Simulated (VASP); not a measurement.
# AlRu (Pm-3m) in VASP: notebook

The runs below take AlRu through single point, with r2SCAN.

Program: VASP 6.6.1. These are calculated values, not measurements. Logs are shortened: lines on timing, memory, paths and dates and some standing lists are left out, and cuts for length are marked.

## 1. The cell of the first run

The structure is cubic, space group Pm-3m (No. 221). Conventional cell: a = 3.011 Å, b = 3.011 Å, c = 3.011 Å, α = 90.00°, β = 90.00°, γ = 90.00°. Al (site symmetry m-3m) has 8 Ru at 2.61 Å and 6 Al at 3.01 Å within 3.4 Å. Ru (site symmetry m-3m) has 8 Al at 2.61 Å and 6 Ru at 3.01 Å within 3.4 Å.

## 2. Single point, r2SCAN

POSCAR

```
AlRu
1.0
    3.0114124979      0.0000000000      0.0000000000
    0.0000000000      3.0114124979      0.0000000000
    0.0000000000      0.0000000000      3.0114124979
Al Ru
1 1
Direct
    0.0000000000      0.0000000000      0.0000000000
    0.5000000000      0.5000000000      0.5000000000
```

INCAR.step1

```
PREC = Accurate
ENCUT = 520
ISMEAR = -1
SIGMA = 0.15
LREAL = False
LASPH = True
NELM = 60
NBANDS = 16
GGA = PE
ALGO = Normal
EDIFF = 1E-4
LWAVE = True
LCHARG = False
```

INCAR.step2

```
PREC = Accurate
ENCUT = 520
EDIFF = 1E-6
ISMEAR = -1
SIGMA = 0.15
LREAL = False
LASPH = True
NELM = 60
ALGO = Normal
ISIF = 2
LWAVE = False
LCHARG = False
METAGGA = R2SCAN
LMIXTAU = True
NBANDS = 16
ISTART = 1
```

KPOINTS

```
regular mesh
0
Gamma
  10 10 10
```

Potentials or basis: VASP PAW PBE potentials, release 64 (Al, Ru_pv).

Started as:

```bash
cat potpaw_PBE.64/Al/POTCAR potpaw_PBE.64/Ru_pv/POTCAR > POTCAR
cp INCAR.step1 INCAR
mpirun -np 1 vasp_std > vasp.out
cp INCAR.step2 INCAR
mpirun -np 1 vasp_std > vasp.out
```

OUTCAR:

```text
PREC = Accurate
   ENCUT = 520
   EDIFF = 1E-6
   ISMEAR = -1
   LREAL = False
   LASPH = True
   NELM = 60
   ISIF = 2
   METAGGA = R2SCAN
   ISTART = 1

 ion  position               nearest neighbor table
   1  0.000  0.000  0.000-   2 2.61   2 2.61   2 2.61   2 2.61   2 2.61   2 2.61   2 2.61   2 2.61

   2  0.500  0.500  0.500-   1 2.61   1 2.61   1 2.61   1 2.61   1 2.61   1 2.61   1 2.61   1 2.61

  LATTYP: Found a simple cubic cell.
 ALAT       =     3.0114124979

  Lattice vectors:

 A1 = (   3.0114124979,   0.0000000000,   0.0000000000)
 A2 = (   0.0000000000,   3.0114124979,   0.0000000000)
 A3 = (   0.0000000000,   0.0000000000,   3.0114124979)

Analysis of symmetry for initial positions (statically):
=====================================================================
 Subroutine PRICEL returns:
 Original cell was already a primitive cell.

 Routine SETGRP: Setting up the symmetry group for a
 simple cubic supercell.

 Subroutine GETGRP returns: Found 48 space group operations
 (whereof 48 operations were pure point group operations)
 out of a pool of 48 trial point group operations.

The static configuration has the point symmetry O_h .

Analysis of symmetry for dynamics (positions and initial velocities):
=====================================================================
 Subroutine PRICEL returns:
 Original cell was already a primitive cell.

 Routine SETGRP: Setting up the symmetry group for a
 simple cubic supercell.

 Subroutine GETGRP returns: Found 48 space group operations
 (whereof 48 operations were pure point group operations)
 out of a pool of 48 trial point group operations.

The dynamic configuration has the point symmetry O_h .

 Subroutine INISYM returns: Found 48 space group operations
 (whereof 48 operations are pure point group operations),
 and found     1 'primitive' translations

----------------------------------------------------------------------------------------

                                     Primitive cell

  volume of cell :      27.3093

  direct lattice vectors                    reciprocal lattice vectors
     3.011412498  0.000000000  0.000000000     0.332070084  0.000000000  0.000000000
     0.000000000  3.011412498  0.000000000     0.000000000  0.332070084  0.000000000
     0.000000000  0.000000000  3.011412498     0.000000000  0.000000000  0.332070084

  length of vectors
     3.011412498  3.011412498  3.011412498     0.332070084  0.332070084  0.332070084

  position of ions in fractional coordinates (direct lattice)
     0.000000000  0.000000000  0.000000000
     0.500000000  0.500000000  0.500000000

  ion indices of the primitive-cell ions
   primitive index   ion index
                 1           1
                 2           2

----------------------------------------------------------------------------------------

 KPOINTS: regular mesh

Automatic generation of k-mesh.
 Grid dimensions read from file:
 generate k-points for:   10   10   10

 Generating k-lattice:

  Cartesian coordinates                     Fractional coordinates (reciprocal lattice)
     0.033207008  0.000000000  0.000000000     0.100000000  0.000000000  0.000000000
     0.000000000  0.033207008  0.000000000     0.000000000  0.100000000  0.000000000
     0.000000000  0.000000000  0.033207008     0.000000000  0.000000000  0.100000000

  Length of vectors
     0.033207008  0.033207008  0.033207008

  Shift w.r.t. Gamma in fractional coordinates (k-lattice)
     0.000000000  0.000000000  0.000000000

 Subroutine IBZKPT returns following result:
 ===========================================

 Found     56 irreducible k-points:

 Following reciprocal coordinates:
            Coordinates               Weight
  0.000000  0.000000  0.000000      1.000000
  0.100000  0.000000  0.000000      6.000000
  0.200000  0.000000  0.000000      6.000000
  0.300000  0.000000  0.000000      6.000000
  0.400000  0.000000  0.000000      6.000000
  0.500000  0.000000  0.000000      3.000000
[... 16 lines left out ...]
  0.200000  0.100000  0.100000     24.000000
  0.300000  0.100000  0.100000     24.000000
 [... further k-points ...]
   k-points           NKPTS =     56   k-points in BZ     NKDIM =     56   number of bands    NBANDS=     16
   number of dos      NEDOS =    301   number of ions     NIONS =      2
   total plane-waves  NPLWV =  13824
   dimension x,y,z NGX =    24 NGY =   24 NGZ =   24
   dimension x,y,z NGXF=    48 NGYF=   48 NGZF=   48
   ions per type =               1   1
   NGX,Y,Z   is equivalent  to a cutoff of  13.25, 13.25, 13.25 a.u.
   NGXF,Y,Z  is equivalent  to a cutoff of  26.50, 26.50, 26.50 a.u.
 SYSTEM =  unknown system
   PREC   = accura    normal or accurate (medium, high low for compatibility)
   ISTART =      1    job   : 0-new  1-cont  2-samecut
   ICHARG =      0    charge: 1-file 2-atom 10-const
   ISPIN  =      1    spin polarized calculation?
   LNONCOLLINEAR =      F non collinear calculations
   LSORBIT =      F    spin-orbit coupling
   LASPH  =      T    aspherical Exc in radial PAW
   ENCUT  =  520.0 eV  38.22 Ry    6.18 a.u.   5.60  5.60  5.60*2*pi/ulx,y,z
   NELM   =     60;   NELMIN=  2; NELMDL=  0     # of ELM steps
   EDIFF  = 0.1E-05   stopping-criterion for ELM
   LREAL  =      F    real-space projection
   EDIFFG = 0.1E-04   stopping-criterion for IOM
   NSW    =      0    number of steps for IOM
   IBRION =     -1    ionic relax: 0-MD 1-quasi-New 2-CG
   NFREE  =      0    steps in history (QN), initial steepest desc. (CG)
   ISIF   =      2    stress and relaxation
   ISYM   =      2    0-nonsym 1-usesym 2-fastsym
   POTIM  = 0.5000    time-step for ionic-motion
   TEBEG  =    0.0;   TEEND  =   0.0 temperature during run
   PSTRESS=    0.0 pullay stress
   NELECT =      17.0000    total number of electrons
   NUPDOWN=      -1.0000    fix difference up-down
   EMIN   =  10.00;   EMAX   =-10.00  energy-range for DOS
   EFERMI =   0.00;   METHOD = LEGACY
   ISMEAR =    -1;   SIGMA  =   0.15  broadening in eV -4-tet -1-fermi 0-gaus
   EFERMI_NEDOS =   21; number of points for ismear=-14 and -15
   IALGO  =     38    algorithm
   IMIX   =      4    mixing-type and parameters
     AMIX     =   0.40;   BMIX     =  1.00
     AMIX_MAG =   1.60;   BMIX_MAG =  1.00
  volume/ion in A,a.u.               =      13.65        92.15
  Fermi-wavevector in a.u.,A,eV,Ry     =   1.397830  2.641515 26.584798  1.953928
  Thomas-Fermi vector in A             =   2.521047
   LORBIT       =      0    0 simple, 1 ext, 2 COOP (PROOUT), +10 PAW based schemes
   METAGGA = R2SCAN    functional components
   LHFCALC =     F    Hartree Fock is set to
   AEXX    =    0.0000 exact exchange contribution
   IVDW    =     0    specifies the selected vdW correction
   LEPSILON=     F    determine dielectric tensor
   LRPA    =     F    only Hartree local field effects (RPA)
 non-spin polarized calculation
  energy-cutoff  :      520.00
  volume of cell :       27.31
 maximum number of plane-waves:       756
 NGX is ok and might be reduce to    24
   NGX = 11   NGY = 11   NGZ = 11

 number of electron      16.9999997 magnetization

 Free energy of the ion-electron system (eV)
  ---------------------------------------------------
  ext. energy  EPLUGINS =         0.00000000
  ---------------------------------------------------
  free energy    TOTEN  =       -33.65769674 eV

  energy without entropy =      -33.55352309  energy(sigma->0) =      -33.60560992

 E-fermi :  10.3356     XC(G=0): -13.5055

 val. band max:       10.3316778960   @ k =   0.2000   0.1000   0.0000
 cond. band min:      10.4045714639   @ k =   0.4000   0.4000   0.2000
 fundamental gap:      0.0728935679
 Fermi energy:        10.3356396217

 k-point     1 :       0.0000    0.0000    0.0000
  band No.  band energies     occupation
      1     -32.7814      2.00000
      2     -32.7814      2.00000
      3     -32.7814      2.00000
      4       0.2368      2.00000
      5       6.7221      2.00000
      6       6.7221      2.00000
[... 8 lines left out ...]
     15      21.6362      0.00000
     16      26.3765      0.00000

 k-point     2 :       0.1000    0.0000    0.0000
  band No.  band energies     occupation
      1     -32.8021      2.00000
      2     -32.7796      2.00000
      3     -32.7796      2.00000
      4       0.4364      2.00000
      5       6.7796      2.00000
      6       6.7932      2.00000
[... 8 lines left out ...]
     15      22.3666      0.00000
     16      26.9943      0.00000

 k-point     3 :       0.2000    0.0000    0.0000
  band No.  band energies     occupation
      1     -32.8562      2.00000
      2     -32.7749      2.00000
      3     -32.7749      2.00000
      4       1.0177      2.00000
      5       6.8374      2.00000
      6       6.9882      2.00000
[... 8 lines left out ...]
     15      23.3501      0.00000
     16      28.4556      0.00000

 k-point     4 :       0.3000    0.0000    0.0000
  band No.  band energies     occupation
      1     -32.9226      2.00000
      2     -32.7692      2.00000
      3     -32.7692      2.00000
      4       1.9315      2.00000
      5       6.5635      2.00000
      6       7.2496      2.00000
[... 8 lines left out ...]
     15      23.9503      0.00000
     16      26.5502      0.00000

 k-point     5 :       0.4000    0.0000    0.0000
  band No.  band energies     occupation
      1     -32.9758      2.00000
      2     -32.7645      2.00000
      3     -32.7645      2.00000
      4       3.0981      2.00000
      5       5.7040      2.00000
      6       7.4813      2.00000
[... 8 lines left out ...]
     15      24.2723      0.00000
     16      24.7554      0.00000

 k-point     6 :       0.5000    0.0000    0.0000
  band No.  band energies     occupation
      1     -32.9960      2.00000
      2     -32.7628      2.00000
      3     -32.7628      2.00000
      4       4.2286      2.00000
      5       4.6329      2.00000
      6       7.5754      2.00000
[... 8 lines left out ...]
     15      23.6532      0.00000
     16      23.6532      0.00000

 k-point     7 :       0.1000    0.1000    0.0000
  band No.  band energies     occupation
      1     -32.8012      2.00000
      2     -32.7994      2.00000
      3     -32.7778      2.00000
      4       0.6330      2.00000
      5       6.8500      2.00000
      6       6.8577      2.00000
[... 8 lines left out ...]
     15      22.7121      0.00000
     16      27.5066      0.00000

 k-point     8 :       0.2000    0.1000    0.0000
  band No.  band energies     occupation
      1     -32.8542      2.00000
      2     -32.7954      2.00000
      3     -32.7732      2.00000
      4       1.2047      2.00000
      5       6.9179      2.00000
      6       7.0532      2.00000
[... 8 lines left out ...]
     15      23.8552      0.00000
     16      27.6355      0.00000

 k-point     9 :       0.3000    0.1000    0.0000
  band No.  band energies     occupation
      1     -32.9202      2.00000
      2     -32.7894      2.00000
      3     -32.7674      2.00000
      4       2.1008      2.00000
      5       6.6238      2.00000
      6       7.3194      2.00000
[... 8 lines left out ...]
     15      24.7616      0.00000
     16      25.7060      0.00000
[... 172 lines left out ...]
 k-point    19 :       0.4000    0.4000    0.0000
  band No.  band energies     occupation
      1     -32.9523      2.00000
      2     -32.9506      2.00000
      3     -32.7475      2.00000
      4       4.1240      2.00000
      5       6.5711      2.00000
      6       8.5017      1.99999
[... 8 lines left out ...]
     15      23.8245      0.00000
     16      26.0638      0.00000

 k-point    20 :       0.5000    0.4000    0.0000
  band No.  band energies     occupation
      1     -32.9709      2.00000
      2     -32.9489      2.00000
      3     -32.7457      2.00000
      4       4.1569      2.00000
      5       6.8066      2.00000
      6       8.7113      1.99996
[... 8 lines left out ...]
     15      24.0976      0.00000
     16      25.9627      0.00000

 k-point    21 :       0.5000    0.5000    0.0000
  band No.  band energies     occupation
      1     -32.9682      2.00000
      2     -32.9682      2.00000
      3     -32.7439      2.00000
      4       4.0966      2.00000
      5       7.2253      2.00000
      6       8.8254      1.99992
[... 8 lines left out ...]
     15      25.4502      0.00000
     16      25.4502      0.00000

 k-point    22 :       0.1000    0.1000    0.1000
  band No.  band energies     occupation
      1     -32.8002      2.00000
      2     -32.7975      2.00000
      3     -32.7975      2.00000
      4       0.8265      2.00000
      5       6.9246      2.00000
      6       6.9246      2.00000
[... 8 lines left out ...]
     15      22.3626      0.00000
     16      27.9714      0.00000

 k-point    23 :       0.2000    0.1000    0.1000
  band No.  band energies     occupation
      1     -32.8522      2.00000
      2     -32.7943      2.00000
      3     -32.7928      2.00000
      4       1.3883      2.00000
      5       7.0130      2.00000
      6       7.1101      2.00000
[... 8 lines left out ...]
     15      23.9193      0.00000
     16      27.2326      0.00000

 k-point    24 :       0.3000    0.1000    0.1000
  band No.  band energies     occupation
      1     -32.9179      2.00000
      2     -32.7882      2.00000
      3     -32.7868      2.00000
      4       2.2657      2.00000
      5       6.7058      2.00000
      6       7.3699      2.00000
[... 8 lines left out ...]
     15      24.7420      0.00000
     16      25.5272      0.00000

 [... further k-points ...]

------------------------ aborting loop because EDIFF is reached ----------------------------------------

  FORCE on cell =-STRESS in cart. coord.  units (eV):
  Direction    XX          YY          ZZ          XY          YZ          ZX
  --------------------------------------------------------------------------------------
  -------------------------------------------------------------------------------------
  Total       -0.9506696     -0.9506696     -0.9506696     -0.0000000     -0.0000000     -0.0000000
  in kB      -55.7736957    -55.7736957    -55.7736957     -0.0000000     -0.0000000     -0.0000000
  external PRESSURE =     -55.7736957 kB  Pullay stress =       0.0000000 kB

 VOLUME and BASIS-vectors are now :
 -----------------------------------------------------------------------------
  energy-cutoff  :      520.00
  volume of cell :       27.31
      direct lattice vectors                 reciprocal lattice vectors
     3.011412498  0.000000000  0.000000000     0.332070084  0.000000000  0.000000000
     0.000000000  3.011412498  0.000000000     0.000000000  0.332070084  0.000000000
     0.000000000  0.000000000  3.011412498     0.000000000  0.000000000  0.332070084

 POSITION                                       TOTAL-FORCE (eV/Angst)
 -----------------------------------------------------------------------------------
      0.00000      0.00000      0.00000         0.000000      0.000000      0.000000
      1.50571      1.50571      1.50571         0.000000      0.000000      0.000000
 -----------------------------------------------------------------------------------
    total drift:                                0.000000     -0.000000     -0.000000

  FREE ENERGIE OF THE ION-ELECTRON SYSTEM (eV)
  ---------------------------------------------------
  free  energy   TOTEN  =       -33.6576967429 eV

  energy  without entropy=      -33.5535230941  energy(sigma->0) =      -33.60560992
```

It used 54 s of CPU time on 1 thread of AMD EPYC 7R13 Processor (Zen 3) (shared host).

Results:

| Item | Value |
| --- | --- |
| Free energy | -33.6577 eV |
| Pressure | -5.6 GPa |

Caveat: the PAW data sets were made with another functional, which shifts forces and pressure a little.

## 3. Single point, r2SCAN

This run uses another cell than the first one, of 13.92 Å³/atom, 1.020 times its volume.

POSCAR

```
AlRu
1.0
    3.0309676725      0.0000000000      0.0000000000
    0.0000000000      3.0309676725      0.0000000000
    0.0000000000      0.0000000000      3.0309676725
Al Ru
1 1
Direct
    0.0000000000      0.0000000000      0.0000000000
    0.5000000000      0.5000000000      0.5000000000
```

INCAR.step1

```
SYSTEM = AlRu
ALGO = Normal
EDIFF = 1E-4
ENCUT = 520
GGA = PE
ISMEAR = -1
LASPH = .True.
LCHARG = .False.
LREAL = .False.
LWAVE = .True.
NBANDS = 16
NELM = 100
PREC = Accurate
SIGMA = 0.15
```

INCAR.step2

```
SYSTEM = AlRu
ALGO = Normal
EDIFF = 1E-6
ENCUT = 520
ISIF = 2
ISMEAR = -1
ISTART = 1
LASPH = .True.
LCHARG = .True.
LELF = .True.
LMIXTAU = .True.
LREAL = .False.
LVHAR = .True.
LWAVE = .False.
METAGGA = R2SCAN
NBANDS = 16
NELM = 100
PREC = Accurate
SIGMA = 0.15
```

KPOINTS

```
k-points
0
Gamma
  10 10 10
  0 0 0
```

Potentials or basis: VASP PAW PBE potentials, release 64 (Al, Ru_pv).

Started as:

```bash
cat potpaw_PBE.64/Al/POTCAR potpaw_PBE.64/Ru_pv/POTCAR > POTCAR
cp INCAR.step1 INCAR
mpirun -np 1 vasp_std > vasp.out
cp INCAR.step2 INCAR
mpirun -np 1 vasp_std > vasp.out
```

It used 56 s of CPU time on 1 thread of AMD EPYC 7R13 Processor (Zen 3), with other jobs on the host.

The run converged. Its results:

- Free energy: -33.6329 eV
- Pressure: -9.2 GPa

Levels at points of the mesh, in eV from the Fermi level:
| k point | band 6 | band 7 | band 8 | band 9 | band 10 | band 11 | band 12 | band 13 |
| --- | --- | --- | --- | --- | --- | --- | --- | --- |
| (0.00, 0.00, 0.00) | -3.51 | 0.11 | 0.11 | 0.11 | 6.27 | 6.27 | 6.27 | 10.27 |
| (0.50, 0.00, 0.00) | -2.68 | -1.65 | -1.65 | 0.35 | 2.32 | 7.72 | 10.27 | 11.35 |
| (0.50, 0.50, 0.00) | -1.50 | -1.50 | -1.22 | -1.22 | 1.58 | 5.35 | 6.30 | 10.27 |
| (0.50, 0.50, 0.50) | -4.74 | 1.67 | 1.67 | 2.90 | 4.18 | 4.18 | 4.18 | 8.55 |

Caveat: the PAW data sets were made with another functional, which shifts forces and pressure a little.

## 4. Single point, r2SCAN

This run uses another cell than the first one, of 14.19 Å³/atom, 1.039 times its volume.

POSCAR

```
AlRu
1.0
    3.0502737196      0.0000000000      0.0000000000
    0.0000000000      3.0502737196      0.0000000000
    0.0000000000      0.0000000000      3.0502737196
Al Ru
1 1
Direct
    0.0000000000      0.0000000000      0.0000000000
    0.5000000000      0.5000000000      0.5000000000
```

INCAR.step1

```
SYSTEM = AlRu
PREC = Accurate ; ENCUT = 520
ISMEAR = -1 ; SIGMA = 0.15
LREAL = .FALSE. ; LASPH = .TRUE.
NELM = 60 ; NBANDS = 16
GGA = PE ; ALGO = Normal
EDIFF = 1E-4 ; LWAVE = .TRUE.
LCHARG = .FALSE.
```

INCAR.step2

```
SYSTEM = AlRu
PREC = Accurate ; ENCUT = 520
EDIFF = 1E-7 ; ISMEAR = -1
SIGMA = 0.15 ; LREAL = .FALSE.
LASPH = .TRUE. ; NELM = 60
ALGO = Normal ; ISIF = 2
LWAVE = .FALSE. ; LCHARG = .FALSE.
METAGGA = R2SCAN ; LMIXTAU = .TRUE.
NBANDS = 16 ; ISTART = 1
```

KPOINTS

```
regular mesh
0
G
  10 10 10
  0 0 0
```

Started as:

```bash
cat potpaw_PBE.64/Al/POTCAR potpaw_PBE.64/Ru_pv/POTCAR > POTCAR
cp INCAR.step1 INCAR
mpirun -np 1 vasp_std > vasp.out
cp INCAR.step2 INCAR
mpirun -np 1 vasp_std > vasp.out
```

It used 65 s of CPU time on 1 thread of AMD EPYC 7R13 Processor (Zen 3), on a shared host.

The run converged. Its results:

```
Free energy : -33.5966 eV
Pressure    : -12.5 GPa
```

Levels at points of the mesh, in eV from the Fermi level:
```tsv
k point	band 6	band 7	band 8	band 9	band 10	band 11	band 12	band 13
(0.00, 0.00, 0.00)	-3.41	0.10	0.10	0.10	6.18	6.18	6.18	10.26
(0.50, 0.00, 0.00)	-2.60	-1.62	-1.62	0.34	2.25	7.72	10.26	11.25
(0.50, 0.50, 0.00)	-1.48	-1.48	-1.18	-1.18	1.53	5.22	6.11	10.26
(0.50, 0.50, 0.50)	-4.63	1.62	1.62	2.78	4.13	4.13	4.13	8.37
```

Caveat: the PAW data sets were made with another functional, which shifts forces and pressure a little.

## 5. Summary

```tsv
cell	gap on the mesh (eV)	pressure (GPa)
a = 3.011 Å, 2 atoms	none	-5.6
a = 3.031 Å, 2 atoms	none	-9.2
a = 3.050 Å, 2 atoms	none	-12.5
```

Alike in all rows: task single point; level r2SCAN; potentials or basis VASP PAW PBE potentials, release 64 (Al, Ru_pv); no spin polarisation; k mesh 10 × 10 × 10; cutoff (eV) 520; smearing fermi-dirac 0.15 eV.

Caveats: the PAW data sets were made with another functional, which shifts forces and pressure a little.

Absolute energies hang on the potentials; compare differences alone.
